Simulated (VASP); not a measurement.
# CsHf3Cd (Pm-3m) in VASP: single point with PBE

Aim: the single point of CsHf3Cd with PBE.

All numbers are computed with VASP 6.6.1; they aren't measurements. Logs are shortened: lines on timing, memory, paths and dates and some standing lists are left out, and cuts for length are marked.

## 1. The cell of the first run

The structure is cubic, space group Pm-3m (No. 221). Conventional cell: a = 5.163 Å, b = 5.163 Å, c = 5.163 Å, α = 90.00°, β = 90.00°, γ = 90.00°. Cs (site symmetry m-3m) has 12 Hf at 3.65 Å and 8 Cd at 4.47 Å within 4.8 Å. Hf (site symmetry 4/mmm) has 2 Cd at 2.58 Å within 3.4 Å. Cd (site symmetry m-3m) has 6 Hf at 2.58 Å within 3.4 Å.

## 2. Single point, PBE

The input, INCAR:

```
SYSTEM = CsHf3Cd
ALGO = Normal
EDIFF = 1E-6
ENCUT = 520
GGA = PE
ISIF = 2
ISMEAR = 0
LASPH = .TRUE.
LCHARG = .FALSE.
LREAL = .FALSE.
LWAVE = .FALSE.
NBANDS = 34
NELM = 100
PREC = Accurate
SIGMA = 0.1
```

The input, KPOINTS:

```
k-points
0
G
  4 4 4
  0 0 0
```

The input, POSCAR:

```
CsHf3Cd
1.0
    5.1627746200      0.0000000000      0.0000000000
    0.0000000000      5.1627746200      0.0000000000
    0.0000000000      0.0000000000      5.1627746200
Cs Hf Cd
1 3 1
Direct
    0.0000000000      0.0000000000      0.0000000000
    0.5000000000      0.5000000000      0.0000000000
    0.5000000000      0.0000000000      0.5000000000
    0.0000000000      0.5000000000      0.5000000000
    0.5000000000      0.5000000000      0.5000000000
```

Potentials or basis: VASP PAW PBE potentials, release 64 (Cs_sv, Hf_pv, Cd).

Launch:

```console
$ cat potpaw_PBE.64/Cs_sv/POTCAR potpaw_PBE.64/Hf_pv/POTCAR potpaw_PBE.64/Cd/POTCAR > POTCAR
$ mpirun -np 1 vasp_std > vasp.out
```

OUTCAR:

```text
SYSTEM = CsHf3Cd
   EDIFF = 1E-6
   ENCUT = 520
   GGA = PE
   ISIF = 2
   ISMEAR = 0
   LASPH = .TRUE.
   LREAL = .FALSE.
   NELM = 100
   PREC = Accurate

 ion  position               nearest neighbor table
   1  0.000  0.000  0.000-
   2  0.500  0.500  0.000-   5 2.58   5 2.58   3 3.65   3 3.65   4 3.65   4 3.65   3 3.65   3 3.65
                             4 3.65   4 3.65
   3  0.500  0.000  0.500-   5 2.58   5 2.58   2 3.65   2 3.65   2 3.65   4 3.65   4 3.65   2 3.65
                             4 3.65   4 3.65
   4  0.000  0.500  0.500-   5 2.58   5 2.58   2 3.65   2 3.65   3 3.65   2 3.65   3 3.65   3 3.65
                             2 3.65   3 3.65
   5  0.500  0.500  0.500-   2 2.58   3 2.58   4 2.58   2 2.58   3 2.58   4 2.58

  LATTYP: Found a simple cubic cell.
 ALAT       =     5.1627746200

  Lattice vectors:

 A1 = (   5.1627746200,   0.0000000000,   0.0000000000)
 A2 = (   0.0000000000,   5.1627746200,   0.0000000000)
 A3 = (   0.0000000000,   0.0000000000,   5.1627746200)

Analysis of symmetry for initial positions (statically):
=====================================================================
 Subroutine PRICEL returns:
 Original cell was already a primitive cell.

 Routine SETGRP: Setting up the symmetry group for a
 simple cubic supercell.

 Subroutine GETGRP returns: Found 48 space group operations
 (whereof 48 operations were pure point group operations)
 out of a pool of 48 trial point group operations.

The static configuration has the point symmetry O_h .

Analysis of symmetry for dynamics (positions and initial velocities):
=====================================================================
 Subroutine PRICEL returns:
 Original cell was already a primitive cell.

 Routine SETGRP: Setting up the symmetry group for a
 simple cubic supercell.

 Subroutine GETGRP returns: Found 48 space group operations
 (whereof 48 operations were pure point group operations)
 out of a pool of 48 trial point group operations.

The dynamic configuration has the point symmetry O_h .

 Subroutine INISYM returns: Found 48 space group operations
 (whereof 48 operations are pure point group operations),
 and found     1 'primitive' translations

----------------------------------------------------------------------------------------

                                     Primitive cell

  volume of cell :     137.6098

  direct lattice vectors                    reciprocal lattice vectors
     5.162774620  0.000000000  0.000000000     0.193694297  0.000000000  0.000000000
     0.000000000  5.162774620  0.000000000     0.000000000  0.193694297  0.000000000
     0.000000000  0.000000000  5.162774620     0.000000000  0.000000000  0.193694297

  length of vectors
     5.162774620  5.162774620  5.162774620     0.193694297  0.193694297  0.193694297

  position of ions in fractional coordinates (direct lattice)
     0.000000000  0.000000000  0.000000000
     0.500000000  0.500000000  0.000000000
     0.500000000  0.000000000  0.500000000
     0.000000000  0.500000000  0.500000000
     0.500000000  0.500000000  0.500000000

  ion indices of the primitive-cell ions
   primitive index   ion index
                 1           1
                 2           2
                 3           3
                 4           4
                 5           5

----------------------------------------------------------------------------------------

 KPOINTS: k-points

Automatic generation of k-mesh.
 Grid dimensions read from file:
 generate k-points for:    4    4    4

 Generating k-lattice:

  Cartesian coordinates                     Fractional coordinates (reciprocal lattice)
     0.048423574  0.000000000  0.000000000     0.250000000  0.000000000  0.000000000
     0.000000000  0.048423574  0.000000000     0.000000000  0.250000000  0.000000000
     0.000000000  0.000000000  0.048423574     0.000000000  0.000000000  0.250000000

  Length of vectors
     0.048423574  0.048423574  0.048423574

  Shift w.r.t. Gamma in fractional coordinates (k-lattice)
     0.000000000  0.000000000  0.000000000

 Subroutine IBZKPT returns following result:
 ===========================================

 Found     10 irreducible k-points:

 Following reciprocal coordinates:
            Coordinates               Weight
  0.000000  0.000000  0.000000      1.000000
  0.250000  0.000000  0.000000      6.000000
  0.500000  0.000000  0.000000      3.000000
  0.250000  0.250000  0.000000     12.000000
  0.500000  0.250000  0.000000     12.000000
  0.500000  0.500000  0.000000      3.000000
  0.250000  0.250000  0.250000      8.000000
  0.500000  0.250000  0.250000     12.000000
  0.500000  0.500000  0.250000      6.000000
  0.500000  0.500000  0.500000      1.000000
   k-points           NKPTS =     10   k-points in BZ     NKDIM =     10   number of bands    NBANDS=     34
   number of dos      NEDOS =    301   number of ions     NIONS =      5
   total plane-waves  NPLWV =  64000
   dimension x,y,z NGX =    40 NGY =   40 NGZ =   40
   dimension x,y,z NGXF=    80 NGYF=   80 NGZF=   80
   ions per type =               1   3   1
   NGX,Y,Z   is equivalent  to a cutoff of  12.88, 12.88, 12.88 a.u.
   NGXF,Y,Z  is equivalent  to a cutoff of  25.76, 25.76, 25.76 a.u.
 SYSTEM =  CsHf3Cd
   PREC   = accura    normal or accurate (medium, high low for compatibility)
   ISTART =      0    job   : 0-new  1-cont  2-samecut
   ICHARG =      2    charge: 1-file 2-atom 10-const
   ISPIN  =      1    spin polarized calculation?
   LNONCOLLINEAR =      F non collinear calculations
   LSORBIT =      F    spin-orbit coupling
   LASPH  =      T    aspherical Exc in radial PAW
   ENCUT  =  520.0 eV  38.22 Ry    6.18 a.u.   9.60  9.60  9.60*2*pi/ulx,y,z
   NELM   =    100;   NELMIN=  2; NELMDL= -5     # of ELM steps
   EDIFF  = 0.1E-05   stopping-criterion for ELM
   LREAL  =      F    real-space projection
   EDIFFG = 0.1E-04   stopping-criterion for IOM
   NSW    =      0    number of steps for IOM
   IBRION =     -1    ionic relax: 0-MD 1-quasi-New 2-CG
   NFREE  =      0    steps in history (QN), initial steepest desc. (CG)
   ISIF   =      2    stress and relaxation
   ISYM   =      2    0-nonsym 1-usesym 2-fastsym
   POTIM  = 0.5000    time-step for ionic-motion
   TEBEG  =    0.0;   TEEND  =   0.0 temperature during run
   PSTRESS=    0.0 pullay stress
   NELECT =      51.0000    total number of electrons
   NUPDOWN=      -1.0000    fix difference up-down
   EMIN   =  10.00;   EMAX   =-10.00  energy-range for DOS
   EFERMI =   0.00;   METHOD = LEGACY
   ISMEAR =     0;   SIGMA  =   0.10  broadening in eV -4-tet -1-fermi 0-gaus
   EFERMI_NEDOS =   21; number of points for ismear=-14 and -15
   IALGO  =     38    algorithm
   IMIX   =      4    mixing-type and parameters
     AMIX     =   0.40;   BMIX     =  1.00
     AMIX_MAG =   1.60;   BMIX_MAG =  1.00
  volume/ion in A,a.u.               =      27.52       185.73
  Fermi-wavevector in a.u.,A,eV,Ry     =   1.175931  2.222187 18.814313  1.382813
  Thomas-Fermi vector in A             =   2.312303
   LORBIT       =      0    0 simple, 1 ext, 2 COOP (PROOUT), +10 PAW based schemes
   GGA     = PE    functional components
   LHFCALC =     F    Hartree Fock is set to
   AEXX    =    0.0000 exact exchange contribution
   IVDW    =     0    specifies the selected vdW correction
   LEPSILON=     F    determine dielectric tensor
   LRPA    =     F    only Hartree local field effects (RPA)
 non-spin polarized calculation
 Gauss-broadening in eV      SIGMA  =   0.10
  energy-cutoff  :      520.00
  volume of cell :      137.61
 maximum number of plane-waves:      3743
 NGX is ok and might be reduce to    40
   NGX = 19   NGY = 19   NGZ = 19

 number of electron      51.0000004 magnetization

 Free energy of the ion-electron system (eV)
  ---------------------------------------------------
  ext. energy  EPLUGINS =         0.00000000
  ---------------------------------------------------
  free energy    TOTEN  =       -23.26189089 eV

  energy without entropy =      -23.22642376  energy(sigma->0) =      -23.24415732

 E-fermi :   3.9635     XC(G=0): -10.2356

 val. band max:        3.9217271223   @ k =   0.5000   0.5000   0.0000
 cond. band min:       3.9733045158   @ k =   0.5000   0.5000   0.2500
 fundamental gap:      0.0515773935
 Fermi energy:         3.9634850061

 k-point     1 :       0.0000    0.0000    0.0000
  band No.  band energies     occupation
      1     -27.7716      2.00000
      2     -27.7716      2.00000
      3     -27.7716      2.00000
      4     -27.7007      2.00000
      5     -27.7007      2.00000
      6     -27.7007      2.00000
[... 26 lines left out ...]
     33       6.7925      0.00000
     34       7.3554      0.00000

 k-point     2 :       0.2500    0.0000    0.0000
  band No.  band energies     occupation
      1     -27.7616      2.00000
      2     -27.7616      2.00000
      3     -27.7609      2.00000
      4     -27.7041      2.00000
      5     -27.7041      2.00000
      6     -27.7013      2.00000
[... 26 lines left out ...]
     33       6.1001      0.00000
     34       6.9380      0.00000

 k-point     3 :       0.5000    0.0000    0.0000
  band No.  band energies     occupation
      1     -27.7478      2.00000
      2     -27.7478      2.00000
      3     -27.7279      2.00000
      4     -27.7212      2.00000
      5     -27.7111      2.00000
      6     -27.7111      2.00000
[... 26 lines left out ...]
     33       5.7853      0.00000
     34       6.9538      0.00000
[... 186 lines left out ...]
 k-point     9 :       0.5000    0.5000    0.2500
  band No.  band energies     occupation
      1     -27.8101      2.00000
      2     -27.7655      2.00000
      3     -27.7492      2.00000
      4     -27.7492      2.00000
      5     -27.6818      2.00000
      6     -27.6737      2.00000
[... 26 lines left out ...]
     33       5.3408      0.00000
     34       5.7399      0.00000

 k-point    10 :       0.5000    0.5000    0.5000
  band No.  band energies     occupation
      1     -27.8344      2.00000
      2     -27.7652      2.00000
      3     -27.7652      2.00000
      4     -27.7652      2.00000
      5     -27.6736      2.00000
      6     -27.6736      2.00000
[... 26 lines left out ...]
     33       5.6422      0.00000
     34       5.6422      0.00000

------------------------ aborting loop because EDIFF is reached ----------------------------------------

  FORCE on cell =-STRESS in cart. coord.  units (eV):
  Direction    XX          YY          ZZ          XY          YZ          ZX
  --------------------------------------------------------------------------------------
  -------------------------------------------------------------------------------------
  Total        8.0775668      8.0775668      8.0775668      0.0000000     -0.0000000      0.0000000
  in kB       94.0462846     94.0462846     94.0462846      0.0000000     -0.0000000      0.0000000
  external PRESSURE =      94.0462846 kB  Pullay stress =       0.0000000 kB

 VOLUME and BASIS-vectors are now :
 -----------------------------------------------------------------------------
  energy-cutoff  :      520.00
  volume of cell :      137.61
      direct lattice vectors                 reciprocal lattice vectors
     5.162774620  0.000000000  0.000000000     0.193694297  0.000000000  0.000000000
     0.000000000  5.162774620  0.000000000     0.000000000  0.193694297  0.000000000
     0.000000000  0.000000000  5.162774620     0.000000000  0.000000000  0.193694297

 POSITION                                       TOTAL-FORCE (eV/Angst)
 -----------------------------------------------------------------------------------
      0.00000      0.00000      0.00000         0.000000      0.000000      0.000000
      2.58139      2.58139      0.00000         0.000000      0.000000      0.000000
      2.58139      0.00000      2.58139         0.000000      0.000000      0.000000
      0.00000      2.58139      2.58139         0.000000      0.000000      0.000000
      2.58139      2.58139      2.58139         0.000000      0.000000      0.000000
 -----------------------------------------------------------------------------------
    total drift:                               -0.000000     -0.000000     -0.000000

  FREE ENERGIE OF THE ION-ELECTRON SYSTEM (eV)
  ---------------------------------------------------
  free  energy   TOTEN  =       -23.2618908939 eV

  energy  without entropy=      -23.2264237554  energy(sigma->0) =      -23.24415732
```

Run time: 40 s. Hardware: 1 thread of Intel Xeon Platinum 8259CL at 2.50GHz (Skylake/Cascade Lake), shared host; peak memory 0.26 GiB.

Results:

| Item | Value |
| --- | --- |
| Free energy | -23.2619 eV |
| Pressure | 9.4 GPa |

Caveat: spin-orbit coupling is left out, which moves the levels of the heavy elements.
